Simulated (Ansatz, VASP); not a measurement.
**One calculation of FeIr2, two programs**

```
Fe Ir
1.0
     0.00000    3.36326    3.36326
     3.36326    0.00000    3.36326
     3.36326    3.36326    0.00000
Fe Ir
2 4
Direct
  0.00000 0.00000 0.00000
  0.25000 0.25000 0.25000
  0.62500 0.62500 0.62500
  0.12500 0.62500 0.62500
  0.62500 0.62500 0.12500
  0.62500 0.12500 0.62500
```

Alike in both runs: task relaxation of cell and atoms; functional PBE; k mesh 4 × 4 × 4; occupations gaussian, width 0.1 eV; collinear spin.

|  | VASP | Ansatz |
| --- | --- | --- |
| version | VASP 6.6.1 | Ansatz 0.2.0 |
| potentials or method | VASP PAW PBE potentials, release 64 (Fe, Ir), cutoff 600 eV | scalar-relativistic, plane waves, PAW |
| valence electrons in the cell | 52 | 100 |

```csv
,VASP,Ansatz,Ansatz less VASP
"gap on the k mesh at the Fermi level, each at its own relaxed structure (eV)",none,none,-
net moment per atom (μB),0.04,1.40,+1.354
size of the moment on the site where the two differ most (μB),0.01,3.34,+3.336
relaxed volume (Å³/atom),15.30,15.80,+0.502
relaxed length of the cell vector where the two differ most in proportion (Å),5.064,5.118,+0.0548
```

The net moments are unlike, so the other rows may belong to different states. Site moments also hang on the region over which each program counts them. A gap of «none» marks a metal or a gap that the smearing closes. VASP's potentials hold 52 valence electrons a cell and Ansatz's 100, so a difference there can come from the potentials and not from the codes.

The k mesh is coarse, so the values compare programs but aren't converged. Neither program's run includes spin-orbit coupling. Noted on VASP's run: the volume moved by over 15 % at a fixed basis, so the end points are rough.
